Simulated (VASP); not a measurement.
# V (Fm-3m) in VASP: further runs

The runs below take V through single point, with PBE.

Program: VASP 6.6.1. These are calculated values, not measurements. Logs are shortened: lines on timing, memory, paths and dates and some standing lists are left out, and cuts for length are marked.

**1. The cell of the first run**

The structure is cubic, space group Fm-3m (No. 225). Conventional cell: a = 3.816 Å, b = 3.816 Å, c = 3.816 Å, α = 90.00°, β = 90.00°, γ = 90.00°. Within 3.6 Å of V (site symmetry m-3m) lie 12 V at 2.70 Å.

This isn't the form of V at room conditions, which is bcc.

**2. Single point, PBE, non-collinear spin, typed start, spin-orbit coupling**

The input, INCAR:

```
PREC = Accurate
ENCUT = 520
EDIFF = 1E-6
ISMEAR = 0
SIGMA = 0.05
LREAL = F
LASPH = T
NELM = 150
ALGO = Fast
ISIF = 2
LWAVE = F
LCHARG = F
MAGMOM = 0 0 0.05
LORBIT = 11
LSORBIT = T
GGA_COMPAT = F
LORBMOM = T
LMAXMIX = 4
GGA = PE
NBANDS = 24
```

The input, KPOINTS:

```
regular mesh
0
Gamma
  18 18 18
```

The input, POSCAR:

```
V
1.0
    0.0000000000      1.9080011235      1.9080011235
    1.9080011235      0.0000000000      1.9080011235
    1.9080011235      1.9080011235      0.0000000000
V
1
Direct
    0.0000000000      0.0000000000      0.0000000000
```

Potentials or basis: VASP PAW PBE potentials, release 64 (V_sv).

The run is started by

```bash
$ cat potpaw_PBE.64/V_sv/POTCAR > POTCAR
$ mpirun -np 1 vasp_ncl > vasp.out
```

OUTCAR:

```text
PREC = Accurate
   ENCUT = 520
   EDIFF = 1E-6
   ISMEAR = 0
   LREAL = F
   LASPH = T
   NELM = 150
   ISIF = 2
   LORBIT = 11
   LSORBIT = T
   GGA = PE

 ion  position               nearest neighbor table
   1  0.000  0.000  0.000-

  LATTYP: Found a face centered cubic cell.
 ALAT       =     3.8160022470

  Lattice vectors:

 A1 = (   0.0000000000,   1.9080011235,   1.9080011235)
 A2 = (   1.9080011235,   0.0000000000,   1.9080011235)
 A3 = (   1.9080011235,   1.9080011235,   0.0000000000)

Analysis of symmetry for initial positions (statically):
=====================================================================
 Subroutine PRICEL returns:
 Original cell was already a primitive cell.

 Routine SETGRP: Setting up the symmetry group for a
 face centered cubic supercell.

 Subroutine GETGRP returns: Found 48 space group operations
 (whereof 48 operations were pure point group operations)
 out of a pool of 48 trial point group operations.

The static configuration has the point symmetry O_h .

Analysis of symmetry for dynamics (positions and initial velocities):
=====================================================================
 Subroutine PRICEL returns:
 Original cell was already a primitive cell.

 Routine SETGRP: Setting up the symmetry group for a
 face centered cubic supercell.

 Subroutine GETGRP returns: Found 48 space group operations
 (whereof 48 operations were pure point group operations)
 out of a pool of 48 trial point group operations.

The dynamic configuration has the point symmetry O_h .

Analysis of structural, dynamic, and magnetic symmetry:
=====================================================================
 Subroutine PRICEL returns:
 Original cell was already a primitive cell.

 Routine SETGRP: Setting up the symmetry group for a
 face centered cubic supercell.

 Subroutine GETGRP returns: Found  8 space group operations
 (whereof  8 operations were pure point group operations)
 out of a pool of 48 trial point group operations.

The overall configuration has the point symmetry C_4h.

 Subroutine INISYM returns: Found  8 space group operations
 (whereof  8 operations are pure point group operations),
 and found     1 'primitive' translations

[... 144 lines left out ...]
 val. band max:        9.6268852002   @ k =  -0.3889   0.2222  -0.2778
 cond. band min:       9.6326810624   @ k =  -0.0556   0.0556   0.0000
 fundamental gap:      0.0057958621
 Fermi energy:         9.6290426929

 k-point     1 :       0.0000    0.0000    0.0000
  band No.  band energies     occupation
      1     -54.4363      1.00000
      2     -54.4363      1.00000
      3     -28.3538      1.00000
      4     -28.3538      1.00000
      5     -27.5125      1.00000
      6     -27.5125      1.00000
[... 637 lines left out ...]
     23      27.9253      0.00000
     24      27.9254      0.00000

 [... further k-points ...]

------------------------ aborting loop because EDIFF is reached ----------------------------------------

  FORCE on cell =-STRESS in cart. coord.  units (eV):
  Direction    XX          YY          ZZ          XY          YZ          ZX
  --------------------------------------------------------------------------------------
  -------------------------------------------------------------------------------------
  Total        0.0179531      0.0179531      0.0179414     -0.0000000      0.0000000      0.0000000
  in kB        2.0705382      2.0705382      2.0691985     -0.0000033      0.0000000      0.0000000
  external PRESSURE =       2.0700916 kB  Pullay stress =       0.0000000 kB

 VOLUME and BASIS-vectors are now :
 -----------------------------------------------------------------------------
  energy-cutoff  :      520.00
  volume of cell :       13.89
      direct lattice vectors                 reciprocal lattice vectors
     0.000000000  1.908001124  1.908001124    -0.262054353  0.262054353  0.262054353
     1.908001124  0.000000000  1.908001124     0.262054353 -0.262054353  0.262054353
     1.908001124  1.908001124  0.000000000     0.262054353  0.262054353 -0.262054353

 POSITION                                       TOTAL-FORCE (eV/Angst)
 -----------------------------------------------------------------------------------
      0.00000      0.00000      0.00000         0.000000      0.000000      0.000000
 -----------------------------------------------------------------------------------
    total drift:                                0.000000     -0.000000      0.000000

  FREE ENERGIE OF THE ION-ELECTRON SYSTEM (eV)
  ---------------------------------------------------
  free  energy   TOTEN  =        -8.7590891621 eV

  energy  without entropy=       -8.7565748098  energy(sigma->0) =       -8.75783199

 orbital moment (x)

 # of ion     p       d       tot
 ----------------------------------------
  1        -0.000  -0.000  -0.000
 ----------------------------------------
           -0.000  -0.000  -0.000

 orbital moment (y)

 # of ion     p       d       tot
 ----------------------------------------
  1        -0.000  -0.000  -0.000
 ----------------------------------------
           -0.000  -0.000  -0.000

 orbital moment (z)

 # of ion     p       d       tot
 ----------------------------------------
  1         0.000  -0.000  -0.000
 ----------------------------------------
            0.000  -0.000  -0.000

 Spin-Orbit-Coupling matrix elements

 Ion:    1  E_soc:     -0.0176558
 l=   1
     0.0000000    -0.0025671    -0.0025671
    -0.0025671     0.0000000    -0.0025671
    -0.0025671    -0.0025671     0.0000000
 l=   2
     0.0000000    -0.0000955     0.0000000    -0.0000955    -0.0002801
    -0.0000955     0.0000000    -0.0002101    -0.0000955    -0.0000700
     0.0000000    -0.0002101     0.0000000    -0.0002101     0.0000000
    -0.0000955    -0.0000955    -0.0002101     0.0000000    -0.0000700
    -0.0002801    -0.0000700     0.0000000    -0.0000700     0.0000000
 l=   3
     0.0000000     0.0000000     0.0000000     0.0000000     0.0000000     0.0000000     0.0000000
     0.0000000     0.0000000     0.0000000     0.0000000     0.0000000     0.0000000     0.0000000
     0.0000000     0.0000000     0.0000000     0.0000000     0.0000000     0.0000000     0.0000000
     0.0000000     0.0000000     0.0000000     0.0000000     0.0000000     0.0000000     0.0000000
     0.0000000     0.0000000     0.0000000     0.0000000     0.0000000     0.0000000     0.0000000
     0.0000000     0.0000000     0.0000000     0.0000000     0.0000000     0.0000000     0.0000000
     0.0000000     0.0000000     0.0000000     0.0000000     0.0000000     0.0000000     0.0000000

 total charge

# of ion       s       p       d       tot
------------------------------------------
    1        2.341   6.224   3.025  11.591

 magnetization (x)

# of ion       s       p       d       tot
------------------------------------------
    1        0.000   0.000   0.000   0.000

 magnetization (y)

# of ion       s       p       d       tot
------------------------------------------
    1        0.000   0.000   0.000   0.000

 magnetization (z)

# of ion       s       p       d       tot
------------------------------------------
    1       -0.000  -0.000   0.000   0.000
```

OSZICAR:

```text
N       E                     dE             d eps       ncg     rms          rms(c)
DAV:   1     0.143966210179E+03    0.14397E+03   -0.72422E+03 37480   0.126E+03
DAV:   2    -0.633541366325E+01   -0.15030E+03   -0.14569E+03 38168   0.408E+02
DAV:   3    -0.101633615671E+02   -0.38279E+01   -0.38131E+01 43984   0.762E+01
DAV:   4    -0.101880854881E+02   -0.24724E-01   -0.24722E-01 40952   0.657E+00
DAV:   5    -0.101884341564E+02   -0.34867E-03   -0.34867E-03 43368   0.719E-01    0.174E+01
RMM:   6    -0.878440800726E+01    0.14040E+01   -0.30023E+00 38717   0.208E+01    0.153E+00
RMM:   7    -0.876826907446E+01    0.16139E-01   -0.77594E-02 40274   0.296E+00    0.800E-01
RMM:   8    -0.875915140684E+01    0.91177E-02   -0.96200E-03 42268   0.143E+00    0.250E-01
RMM:   9    -0.875908088610E+01    0.70521E-04   -0.11721E-03 42819   0.412E-01    0.732E-02
RMM:  10    -0.875909530029E+01   -0.14414E-04   -0.13218E-04 43639   0.170E-01    0.162E-02
RMM:  11    -0.875908820300E+01    0.70973E-05   -0.10456E-05 42516   0.507E-02    0.526E-03
RMM:  12    -0.875908916210E+01   -0.95910E-06   -0.23044E-06 38323   0.264E-02
   1 F= -.87590892E+01 E0= -.87578320E+01  d E =-.251435E-02  mag=     0.0000     0.0000     0.0000
```

stdout:

```text
POSCAR found type information on POSCAR V
 POSCAR found :  1 types and       1 ions
 scaLAPACK will be used
 LDA part: xc-table for (Slater+PW92), standard interpolation
 POSCAR, INCAR and KPOINTS ok, starting setup
 FFT: planning ... GRIDC
 FFT: planning ... GRID_SOFT
 FFT: planning ... GRID
 WAVECAR not read
 entering main loop
WARNING in EDDRMM: call to ZHEGV failed, returncode =   8  4     21
```

Wall time 5.6 min (1 thread of Intel Xeon Platinum 8375C at 2.90GHz (Ice Lake), shared host); peak memory 0.44 GiB.

What came out:

```yaml
Free_energy: -8.7591 eV
Pressure: 0.2 GPa
Net_moment: 0.00 μB per cell
Valence_electrons_inside_the_program's_atomic_spheres: V 11.59
```

Moments on the atoms (μB; x, y, z):
```
V   0.00 0.00 0.00
```

**3. Single point, PBE, collinear spin (13.97 Å³/atom)**

This run uses another cell than the first one, of 13.97 Å³/atom.

The input, INCAR:

```
SYSTEM = V
  ALGO = Normal
  EDIFF = 1E-6
  ENCUT = 500
  GGA = PE
  GGA_COMPAT = .FALSE.
  ISIF = 2
  ISMEAR = 0
  ISPIN = 2
  LASPH = .TRUE.
  LCHARG = .TRUE.
  LELF = .TRUE.
  LMAXMIX = 4
  LORBIT = 11
  LREAL = .FALSE.
  LVHAR = .TRUE.
  LWAVE = .FALSE.
  MAGMOM = 0.08
  NBANDS = 16
  NELM = 200
  PREC = Accurate
  SIGMA = 0.05
```

The input, KPOINTS:

```
k-points
0
G
  8 8 8
  0 0 0
```

The input, POSCAR:

```
V
1.0
    0.0000000000      1.9114380595      1.9114380595
    1.9114380595      0.0000000000      1.9114380595
    1.9114380595      1.9114380595      0.0000000000
V
1
Direct
    0.0000000000      0.0000000000      0.0000000000
```

Potentials or basis: VASP PAW PBE potentials, release 64 (V_sv).

The run is started by

```bash
$ cat potpaw_PBE.64/V_sv/POTCAR > POTCAR
$ mpirun -np 1 vasp_std > vasp.out
```

It took 14 s on 1 thread of Oxide Virtual Turin-like, shared host; peak memory 0.1 GiB.

Results (log left out):

```
Free energy                                           : -8.7388 eV
Pressure                                              : -0.3 GPa
Net moment                                            : 0.08 μB per cell
Site moments                                          : V +0.07 μB
Valence electrons inside the program's atomic spheres : V 11.58
```

Levels at points of the mesh, in eV from the Fermi level:
Spin up:
```
           k point  band 4  band 5  band 6  band 7  band 8  band 9
(0.00, 0.00, 0.00)  -37.50   -6.83    0.12    0.12    0.12    1.84
(0.50, 0.00, 0.00)  -37.60   -3.33    0.00    0.00    0.76    2.99
(0.50, 0.50, 0.00)  -37.78   -3.46   -2.62    2.97    3.29    3.29
```
Spin down:
```csv
k point,band 4,band 5,band 6,band 7,band 8,band 9
"(0.00, 0.00, 0.00)",-37.43,-6.80,0.18,0.18,0.18,1.91
"(0.50, 0.00, 0.00)",-37.53,-3.29,0.07,0.07,0.79,3.06
"(0.50, 0.50, 0.00)",-37.71,-3.41,-2.57,3.05,3.35,3.35
```

Caveat: a moment this small can come from the mesh or the smearing.
